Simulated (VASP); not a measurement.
# Mg2Sn (Fm-3m) in VASP: elastic constants with PBEsol

Aim: the elastic constants of Mg2Sn with PBEsol.

Program: VASP 6.6.1. These are calculated values, not measurements. Logs are shortened: lines on timing, memory, paths and dates and some standing lists are left out, and cuts for length are marked.

**1. The cell of the first run**

Symmetry: Fm-3m, No. 225, cubic system. Conventional cell: a = 6.747 Å, b = 6.747 Å, c = 6.747 Å, α = 90.00°, β = 90.00°, γ = 90.00°. Within 3.8 Å of Mg (site symmetry -43m) lie 4 Sn at 2.92 Å and 6 Mg at 3.37 Å. Within 3.8 Å of Sn (site symmetry m-3m) lie 8 Mg at 2.92 Å.

**2. Elastic constants, PBEsol**

File INCAR:

```
SYSTEM = Mg2Sn
ALGO = Normal
EDIFF = 1E-8
ENCUT = 600
GGA = PS
GGA_COMPAT = .False.
IBRION = 6
ISIF = 3
ISMEAR = -1
LASPH = .True.
LCHARG = .False.
LREAL = .False.
LWAVE = .False.
NELM = 120
NFREE = 2
NSW = 1
POTIM = 0.015
PREC = Accurate
SIGMA = 0.05
```

File KPOINTS:

```
k-points
0
Gamma
  8 8 8
  0 0 0
```

File POSCAR:

```
Mg2Sn
1.0
    0.0000000000      3.3732939212      3.3732939212
    3.3732939212      0.0000000000      3.3732939212
    3.3732939212      3.3732939212      0.0000000000
Mg Sn
2 1
Direct
    0.2500000000      0.2500000000      0.2500000000
    0.7500000000      0.7500000000      0.7500000000
    0.0000000000      0.0000000000      0.0000000000
```

Potentials or basis: VASP PAW PBE potentials, release 64 (Mg, Sn_d).

Run with:

```sh
$ cat potpaw_PBE.64/Mg/POTCAR potpaw_PBE.64/Sn_d/POTCAR > POTCAR
$ mpirun -np 1 vasp_std > vasp.out
```

OUTCAR:

```text
SYSTEM = Mg2Sn
   EDIFF = 1E-8
   ENCUT = 600
   GGA = PS
   IBRION = 6
   ISIF = 3
   ISMEAR = -1
   LASPH = .True.
   LREAL = .False.
   NELM = 120
   NFREE = 2
   NSW = 1
   POTIM = 0.015
   PREC = Accurate

 ion  position               nearest neighbor table
   1  0.250  0.250  0.250-   3 2.92   3 2.92   3 2.92   3 2.92   2 3.37   2 3.37   2 3.37   2 3.37
                             2 3.37   2 3.37
   2  0.750  0.750  0.750-   3 2.92   3 2.92   3 2.92   3 2.92   1 3.37   1 3.37   1 3.37   1 3.37
                             1 3.37   1 3.37
   3  0.000  0.000  0.000-   2 2.92   2 2.92   2 2.92   1 2.92   2 2.92   1 2.92   1 2.92   1 2.92

  LATTYP: Found a face centered cubic cell.
 ALAT       =     6.7465878424

  Lattice vectors:

 A1 = (   0.0000000000,   3.3732939212,   3.3732939212)
 A2 = (   3.3732939212,   0.0000000000,   3.3732939212)
 A3 = (   3.3732939212,   3.3732939212,   0.0000000000)

Analysis of symmetry for initial positions (statically):
=====================================================================
 Subroutine PRICEL returns:
 Original cell was already a primitive cell.

 Routine SETGRP: Setting up the symmetry group for a
 face centered cubic supercell.

 Subroutine GETGRP returns: Found 48 space group operations
 (whereof 48 operations were pure point group operations)
 out of a pool of 48 trial point group operations.

The static configuration has the point symmetry O_h .

Analysis of symmetry for dynamics (positions and initial velocities):
=====================================================================
 Subroutine PRICEL returns:
 Original cell was already a primitive cell.

 Routine SETGRP: Setting up the symmetry group for a
 face centered cubic supercell.

 Subroutine GETGRP returns: Found 48 space group operations
 (whereof 48 operations were pure point group operations)
 out of a pool of 48 trial point group operations.

[... 735 lines left out ...]
     11       6.1537      0.00000
     12       8.3912      0.00000
     13       8.9701      0.00000

 [... further k-points ...]

------------------------ aborting loop because EDIFF is reached ----------------------------------------

  FORCE on cell =-STRESS in cart. coord.  units (eV):
  Direction    XX          YY          ZZ          XY          YZ          ZX
  --------------------------------------------------------------------------------------
  -------------------------------------------------------------------------------------
  Total       -0.0526800     -0.0513311     -0.0513311     -0.0000000      0.0000000      0.0000000
  in kB       -1.0994213     -1.0712689     -1.0712689     -0.0000000      0.0000000      0.0000000
  external PRESSURE =      -1.0806530 kB  Pullay stress =       0.0000000 kB
[... 18 lines left out ...]
  FREE ENERGIE OF THE ION-ELECTRON SYSTEM (eV)
  ---------------------------------------------------
  free  energy   TOTEN  =        -8.3297290145 eV

  energy  without entropy=       -8.3268309748  energy(sigma->0) =       -8.32827999

 INTERNAL STRAIN TENSORS FROM STRAINED CELLS
 ============================================

 INTERNAL STRAIN TENSOR FOR ION    1 for displacements in x,y,z  (eV/Angst):
          X           Y           Z          XY          YZ          ZX
  --------------------------------------------------------------------------------
  x    -0.00000    -0.00000     0.00000    -0.00000    -2.49237    -0.00000
  y     0.00000     0.00000     0.00000    -0.00000     0.00000    -2.49240
  z     0.00000     0.00000    -0.00000    -2.49241    -0.00000     0.00000

 INTERNAL STRAIN TENSORS FROM DISPLACED ATOMS
 ============================================

 INTERNAL STRAIN TENSOR FOR ION    1 for displacements in x,y,z  (eV/Angst):
          X           Y           Z          XY          YZ          ZX
  --------------------------------------------------------------------------------
  x    -0.00000    -0.00000    -0.00000     0.00000    -2.53765     0.00000
  y    -0.00000     0.00000    -0.00000     0.00000     0.00000    -2.53765
  z    -0.00000    -0.00000    -0.00000    -2.53765     0.00000     0.00000

 INTERNAL STRAIN TENSOR FOR ION    3 for displacements in x,y,z  (eV/Angst):
          X           Y           Z          XY          YZ          ZX
  --------------------------------------------------------------------------------
  x     0.00000     0.00000     0.00000     0.00000     0.00000     0.00000
  y     0.00000     0.00000     0.00000     0.00000     0.00000     0.00000
  z     0.00000     0.00000     0.00000     0.00000     0.00000     0.00000

 Eigenvectors and eigenvalues of the dynamical matrix
 ----------------------------------------------------

   1 f  =    6.445441 THz    40.497898 2PiTHz  214.996759 cm-1    26.656189 meV
             X         Y         Z           dx          dy          dz
      1.686647  1.686647  1.686647     0.060241   -0.443373    0.547532
      5.059941  5.059941  5.059941    -0.060241    0.443373   -0.547532
      0.000000  0.000000  0.000000    -0.000000    0.000000    0.000000
[... 43 lines left out ...]
   9 f/i=    0.002127 THz     0.013366 2PiTHz    0.070957 cm-1     0.008798 meV
             X         Y         Z           dx          dy          dz
      1.686647  1.686647  1.686647     0.233868    0.301135    0.007314
      5.059941  5.059941  5.059941     0.233868    0.301135    0.007314
      0.000000  0.000000  0.000000     0.516429    0.664967    0.016152

--------------------------------------------------------------------------------------------------------

 ELASTIC MODULI CONTR FROM IONIC RELAXATION (kBar)
 Direction    XX          YY          ZZ          XY          YZ          ZX
 --------------------------------------------------------------------------------
 XX          -0.0000     -0.0000     -0.0000     -0.0000     -0.0000     -0.0000
 YY          -0.0000     -0.0000     -0.0000     -0.0000     -0.0000      0.0000
 ZZ          -0.0000     -0.0000     -0.0000     -0.0000     -0.0000     -0.0000
 XY          -0.0000     -0.0000     -0.0000    -65.0597     -0.0000      0.0000
 YZ          -0.0000     -0.0000     -0.0000     -0.0000    -65.0597     -0.0000
 ZX          -0.0000      0.0000     -0.0000      0.0000     -0.0000    -65.0597
 --------------------------------------------------------------------------------

 TOTAL ELASTIC MODULI (kBar)
 Direction    XX          YY          ZZ          XY          YZ          ZX
 --------------------------------------------------------------------------------
 XX         750.5641    280.6943    280.6943      0.0000     -0.0000      0.0000
 YY         280.6943    750.5641    280.6943     -0.0000     -0.0000      0.0000
 ZZ         280.6943    280.6943    750.5641     -0.0000     -0.0000      0.0000
 XY           0.0000     -0.0000     -0.0000    303.1687     -0.0000      0.0000
 YZ          -0.0000     -0.0000     -0.0000     -0.0000    303.1687     -0.0000
 ZX           0.0000      0.0000      0.0000      0.0000     -0.0000    303.1687
 --------------------------------------------------------------------------------
```

OSZICAR:

```text
N       E                     dE             d eps       ncg     rms          rms(c)
DAV:   1     0.915851539310E+02    0.91585E+02   -0.92313E+03   754   0.158E+03
DAV:   2    -0.126360744279E+01   -0.92849E+02   -0.90977E+02   779   0.329E+02
DAV:   3    -0.847127804607E+01   -0.72077E+01   -0.70577E+01   952   0.860E+01
[... 204 lines left out ...]
DAV:   5    -0.832972922689E+01   -0.19361E-06   -0.14902E-05  1779   0.301E-02    0.417E-03
DAV:   6    -0.832972895143E+01    0.27545E-06   -0.18928E-06  2202   0.146E-02    0.177E-03
DAV:   7    -0.832972900389E+01   -0.52456E-07   -0.12840E-07  1864   0.400E-03    0.101E-03
DAV:   8    -0.832972901846E+01   -0.14574E-07   -0.69499E-09  1032   0.615E-04    0.853E-05
DAV:   9    -0.832972901454E+01    0.39258E-08   -0.14920E-09   907   0.491E-04
  17 F= -.83297290E+01 E0= -.83282800E+01  d E =-.289804E-02
```

stdout:

```text
POSCAR found type information on POSCAR MgSn
 POSCAR found :  2 types and       3 ions
 scaLAPACK will be used
 -----------------------------------------------------------------------------
|                                                                             |
|                                                                             |
|     You enforced a specific xc type in the INCAR file but a different       |
|     I HOPE YOU KNOW WHAT YOU ARE DOING!                                     |
|                                                                             |
[... 33 lines left out ...]
 Finite differences progress:
 bond charge predicted
 Finite differences progress:
 bond charge predicted
 Finite differences progress:
 bond charge predicted
 Finite differences progress:
 bond charge predicted
 Finite differences progress:
 bond charge predicted
 Finite differences progress:
```

Run time: 33 min. Hardware: 1 thread of Oxide Virtual Turin-like, shared host; peak memory 0.48 GiB.

What came out:

| Quantity | Value |
| --- | --- |
| Elastic constants C11, C12, C44 | 75, 28, 30 GPa |
| Voigt bulk modulus | 44 GPa |
| Highest phonon frequency at Γ | 215 cm⁻¹ |

Phonon frequencies in cm⁻¹ (negative: imaginary):
```csv
q point,frequencies
"(0.000, 0.000, 0.000)",0 0 0 191 191 191 215 215 215
```

Elastic tensor in Voigt notation (GPa, in the Cartesian axes of the cell as first typed):
```
75 28 28  0  0  0
28 75 28  0  0  0
28 28 75  0  0  0
 0  0  0 30  0  0
 0  0  0  0 30  0
 0  0  0  0  0 30
```

Clamped-ion elastic tensor (GPa):
```
75 28 28  0  0  0
28 75 28  0  0  0
28 28 75  0  0  0
 0  0  0 37  0  0
 0  0  0  0 37  0
 0  0  0  0  0 37
```

Caveat: the PAW data sets were made with another functional, which shifts forces and pressure a little; spin-orbit coupling is left out, which moves the levels of the heavy elements.
